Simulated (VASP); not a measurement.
# Ti (P6_3/mmc) in VASP: further runs, part 3 of 3

VASP 6.6.1. The steps go on from the part before.

## 5. Single point, r2SCAN

This run uses another cell than the first one, of 14.96 Å³/atom.

Contents of POSCAR:

```
Ti
1.0
    2.7296000000      0.0000000000      0.0000000000
   -1.3648000000      2.3639029422      0.0000000000
    0.0000000000      0.0000000000      4.6384185731
Ti
2
Direct
    0.3333333333      0.6666666667      0.2500000000
    0.6666666667      0.3333333333      0.7500000000
```

Contents of INCAR.step1:

```
PREC = Accurate
ENCUT = 520
ISMEAR = 1
SIGMA = 0.05
LREAL = F
LASPH = T
NELM = 100
NBANDS = 19
GGA = PE
ALGO = Normal
EDIFF = 1E-4
LWAVE = T
LCHARG = F
```

Contents of INCAR.step2:

```
PREC = Accurate
ENCUT = 520
EDIFF = 1E-6
ISMEAR = 1
SIGMA = 0.05
LREAL = F
LASPH = T
NELM = 100
ALGO = Normal
ISIF = 2
LWAVE = F
LCHARG = T
METAGGA = R2SCAN
LMIXTAU = T
LELF = T
LVHAR = T
NBANDS = 19
ISTART = 1
```

Contents of KPOINTS:

```
regular mesh
0
Gamma
  18 18 10
```

Potentials or basis: VASP PAW PBE potentials, release 64 (Ti_sv).

Started as:

```sh
$ cat potpaw_PBE.64/Ti_sv/POTCAR > POTCAR
$ cp INCAR.step1 INCAR
$ mpirun -np 1 vasp_std > vasp.out
$ cp INCAR.step2 INCAR
$ mpirun -np 1 vasp_std > vasp.out
```

OUTCAR:

```text
PREC = Accurate
   ENCUT = 520
   EDIFF = 1E-6
   ISMEAR = 1
   LREAL = F
   LASPH = T
   NELM = 100
   ISIF = 2
   METAGGA = R2SCAN
   ISTART = 1

 ion  position               nearest neighbor table
   1  0.333  0.667  0.250-   2 2.80   2 2.80   2 2.80   2 2.80   2 2.80   2 2.80
   2  0.667  0.333  0.750-   1 2.80   1 2.80   1 2.80   1 2.80   1 2.80   1 2.80

  LATTYP: Found a hexagonal cell.
 ALAT       =     2.7296000000
 C/A-ratio  =     1.6993034046

  Lattice vectors:

 A1 = (   2.7296000000,   0.0000000000,   0.0000000000)
[... 190 lines left out ...]
      3     -24.5589      2.00000
      4     -23.5315      2.00000
      5     -23.5202      2.00000
      6     -23.5202      2.00000
[... 505 lines left out ...]
      6     -23.8379      2.00000
[... 11 lines left out ...]
     18      14.4596      0.00000
     19      15.6478      0.00000

 [... further k-points ...]
[... 5 lines left out ...]
  --------------------------------------------------------------------------------------
  -------------------------------------------------------------------------------------
  Total        4.7812178      4.7812178      2.8818826      0.0000000     -0.0000000     -0.0000000
  in kB      255.9472806    255.9472806    154.2724135      0.0000000     -0.0000000     -0.0000000
  external PRESSURE =     222.0556582 kB  Pullay stress =       0.0000000 kB

 VOLUME and BASIS-vectors are now :
 -----------------------------------------------------------------------------
  energy-cutoff  :      520.00
  volume of cell :       29.93
      direct lattice vectors                 reciprocal lattice vectors
     2.729600000  0.000000000  0.000000000     0.366354045  0.211514606  0.000000000
    -1.364800000  2.363902942  0.000000000     0.000000000  0.423029212  0.000000000
     0.000000000  0.000000000  4.638418573     0.000000000  0.000000000  0.215590720

 POSITION                                       TOTAL-FORCE (eV/Angst)
 -----------------------------------------------------------------------------------
     -0.00000      1.57594      1.15960        -0.000000      0.000000      0.000000
      1.36480      0.78797      3.47881         0.000000     -0.000000      0.000000
 -----------------------------------------------------------------------------------
    total drift:                                0.000000     -0.000000      0.000000

  FREE ENERGIE OF THE ION-ELECTRON SYSTEM (eV)
  ---------------------------------------------------
  free  energy   TOTEN  =       -25.5523111778 eV

  energy  without entropy=      -25.5526474537  energy(sigma->0) =      -25.55242327
```

OUTCAR.step1:

```text
PREC = Accurate
   ENCUT = 520
   ISMEAR = 1
   LREAL = F
   LASPH = T
[... 751 lines left out ...]
 -----------------------------------------------------------------------------------
     -0.00000      1.57594      1.15960         0.000000     -0.000000      0.000000
      1.36480      0.78797      3.47881        -0.000000      0.000000      0.000000
 -----------------------------------------------------------------------------------
    total drift:                                0.000000     -0.000000      0.000000

  FREE ENERGIE OF THE ION-ELECTRON SYSTEM (eV)
  ---------------------------------------------------
  free  energy   TOTEN  =       -15.3499110009 eV

  energy  without entropy=      -15.3497535990  energy(sigma->0) =      -15.34985853
```

OSZICAR.step1:

```text
N       E                     dE             d eps       ncg     rms          rms(c)
DAV:   1     0.262667144164E+03    0.26267E+03   -0.13041E+04  8452   0.163E+03
DAV:   2     0.130561102570E+02   -0.24961E+03   -0.24546E+03  8702   0.442E+02
DAV:   3    -0.157160215657E+02   -0.28772E+02   -0.28355E+02 15440   0.124E+02
DAV:   4    -0.168230764142E+02   -0.11071E+01   -0.11043E+01  9735   0.253E+01
DAV:   5    -0.168679588306E+02   -0.44882E-01   -0.44879E-01 12170   0.384E+00    0.139E+01
DAV:   6    -0.153199166870E+02    0.15480E+01   -0.51374E+00 10077   0.244E+01    0.413E+00
DAV:   7    -0.153156059100E+02    0.43108E-02   -0.74085E-01 12695   0.693E+00    0.221E+00
DAV:   8    -0.153579488192E+02   -0.42343E-01   -0.25115E-01  8957   0.556E+00    0.871E-01
DAV:   9    -0.153493752753E+02    0.85735E-02   -0.48187E-02  9761   0.242E+00    0.105E-01
DAV:  10    -0.153499213073E+02   -0.54603E-03   -0.36334E-03 11464   0.404E-01    0.721E-02
DAV:  11    -0.153499110009E+02    0.10306E-04   -0.16521E-04  6398   0.108E-01
   1 F= -.15349911E+02 E0= -.15349859E+02  d E =-.157402E-03
```

Run time: 4.9 min. Hardware: 1 thread of Intel Xeon Platinum 8488C (Sapphire Rapids), shared host; peak memory 0.22 GiB.

What came out:

- Free energy: -25.5523 eV
- Pressure: 22.2 GPa
- Band gap on the k mesh: zero (bands 12 and 13 overlap by 0.98 eV)

Levels at points of the mesh, in eV from the Fermi level:
```
           k point  band 9  band 10  band 11  band 12  band 13  band 14  band 15  band 16
(0.00, 0.00, 0.00)   -6.88    -3.22     0.34     0.56     1.06     1.06     1.57     1.57
(0.50, 0.00, 0.00)   -2.72    -2.65    -2.49    -0.27     0.51     1.08     1.22     4.43
(0.00, 0.00, 0.50)   -4.90    -4.90    -0.28    -0.28     1.07     1.07     1.07     1.07
(0.50, 0.00, 0.50)   -3.12    -3.12    -1.25    -1.25     1.86     1.86     2.48     2.48
```

Caveat: the cell stands under pressure; the PAW data sets were made with another functional, which shifts forces and pressure a little.

## 6. The runs side by side

| cell | gap on the mesh (eV) | pressure (GPa) |
| --- | --- | --- |
| a = 3.004, b = 3.004, c = 4.082 Å, angles 90.0, 90.0, 120.0°, 2 atoms | none | 11.8 |
| a = 2.730, b = 2.730, c = 5.010 Å, angles 90.0, 90.0, 120.0°, 2 atoms | none | 9.1 |
| a = 2.798, b = 2.798, c = 4.824 Å, angles 90.0, 90.0, 120.0°, 2 atoms | none | 7.7 |
| a = 2.730, b = 2.730, c = 4.638 Å, angles 90.0, 90.0, 120.0°, 2 atoms | none | 22.2 |

Alike in all rows: task single point; level r2SCAN; potentials or basis VASP PAW PBE potentials, release 64 (Ti_sv); no spin polarisation; k mesh 18 × 18 × 10; cutoff (eV) 520; smearing methfessel-paxton 0.05 eV.

Caveats: the cell stands under pressure; the PAW data sets were made with another functional, which shifts forces and pressure a little.

Absolute energies hang on the potentials; compare differences alone.
